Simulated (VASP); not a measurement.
Set up this calculation in VASP 6.6.1, as the native input.

| Property | Result |
| --- | --- |
| Task | relaxation of cell and atoms |
| Functional | LDA |
| Potentials or basis | VASP PAW LDA potentials, release 64 (Sb) |
| Cutoff | 600 eV |
| k mesh | 6 × 6 × 6 |
| Occupations | fermi-dirac, width 0.05 eV |
| Spin | no spin polarisation |
| Target pressure | 10 GPa |
| Dipole correction | no |
| Further INCAR settings | ALGO = Normal; EDIFF = 1e-06; IBRION = 2; EDIFFG = -0.03; NSW = 80; ISIF = 3 |

The structure of Sb lies in POSCAR:

```
Sb
1.0
    0.0000000000      3.4000000000      3.4000000000
    3.4000000000      0.0000000000      3.4000000000
    3.4000000000      3.4000000000      0.0000000000
Sb
2
Direct
    0.0000000000      0.0000000000      0.0000000000
    0.2500000000      0.2500000000      0.2500000000
```

One way to write it, as run:

INCAR

```
SYSTEM = Sb
ALGO = Normal
EDIFF = 1E-6
EDIFFG = -0.03
ENCUT = 600
GGA = CA
IBRION = 2
ISIF = 3
ISMEAR = -1
LASPH = .TRUE.
LCHARG = .FALSE.
LREAL = .FALSE.
LWAVE = .FALSE.
NELM = 100
NSW = 80
PREC = Accurate
PSTRESS = 100.0
SIGMA = 0.05
```

KPOINTS

```
k-points
0
G
  6 6 6
  0 0 0
```

Potentials or basis: VASP PAW LDA potentials, release 64 (Sb).

Launch:

```console
$ cat potpaw_LDA.64/Sb/POTCAR > POTCAR
$ mpirun -np 1 vasp_std > vasp.out
```

Results of the run:

```yaml
Relaxed_volume: 33.46 Å³/atom
Relaxed_cell: a = 4.557 Å, b = 4.557 Å, c = 4.557 Å, α = 60.00°, β = 60.00°, γ = 60.00°
Space_group_after_relaxing_to_0.05_Å: Fd-3m (No. 227)
Energy_change_on_relaxing_the_enthalpy_is_what_falls: +175.3 meV/atom
Ionic_steps: 4
Pressure_after_relaxing: 10.0 GPa
Band_gap_on_the_k_mesh: zero (band 5 reaches 6.61 eV, above the bottom of band 6 at 5.35 eV)
```

Caveat: the cell is relaxed towards a set pressure, so the enthalpy falls and the energy may rise; spin-orbit coupling is left out, which moves the levels of the heavy elements.

Run time: 32 s on 1 thread of Intel Xeon 6975P-C, on a shared host, peak memory 0.2 GiB.
